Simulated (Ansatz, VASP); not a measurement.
## Two plane-wave programs on GaN

Contents of INCAR:

```
PREC = Accurate
ENCUT = 600
EDIFF = 1E-6
ISMEAR = 0
SIGMA = 0.1
LREAL = False
LASPH = True
NELM = 120
ALGO = Normal
ISIF = 2
LWAVE = False
LCHARG = False
GGA = CA
NBANDS = 16
GGA_COMPAT = False
```

The input KPOINTS:

```
Automatic mesh
0
Gamma
  8 8 8
```

POSCAR

```
GaN
1.0
    0.0000000000      2.2500000000      2.2500000000
    2.2500000000      0.0000000000      2.2500000000
    2.2500000000      2.2500000000      0.0000000000
Ga N
1 1
Direct
    0.0000000000      0.0000000000      0.0000000000
    0.2500000000      0.2500000000      0.2500000000
```

Input for Ansatz:

```yaml
crystal:
  lattice:
    - [0.0, 2.25, 2.25]
    - [2.25, 0.0, 2.25]
    - [2.25, 2.25, 0.0]
  atoms:
    - { symbol: Ga, position: [0.0, 0.0, 0.0] }
    - { symbol: "N", position: [0.25, 0.25, 0.25] }
basis:
  ecutwfc: 420
kpoints:
  mp_grid: { grid: [8, 8, 8] }
hamiltonian:
  xc: lda
scf:
  occupations: { method: gaussian, width: 0.1 }
output:
  forces: true
  stress: true
  eigenvalues: true
```

Alike in both runs: task single point; functional LDA; k mesh 8 × 8 × 8; occupations gaussian, width 0.1 eV; no spin polarisation.

```csv
,VASP,Ansatz
version,VASP 6.6.1,Ansatz 0.2.0
potentials or method,"VASP PAW LDA potentials, release 64 (Ga_d, N), cutoff 600 eV","scalar-relativistic, plane waves, PAW"
valence electrons in the cell,18,18
```

Ansatz gave:

```
gap on the k mesh at the Fermi level (eV) : 1.76
least direct gap on the mesh (eV)         : 1.76
pressure (GPa)                            : -5.7
```

Task: Which values does VASP return?

Result: gap on the k mesh at the Fermi level (eV): 1.78; least direct gap on the mesh (eV): 1.78; pressure (GPa): -4.8.

LDA's correlation is that of Perdew and Zunger in VASP and of Perdew and Wang (1992) in Ansatz.
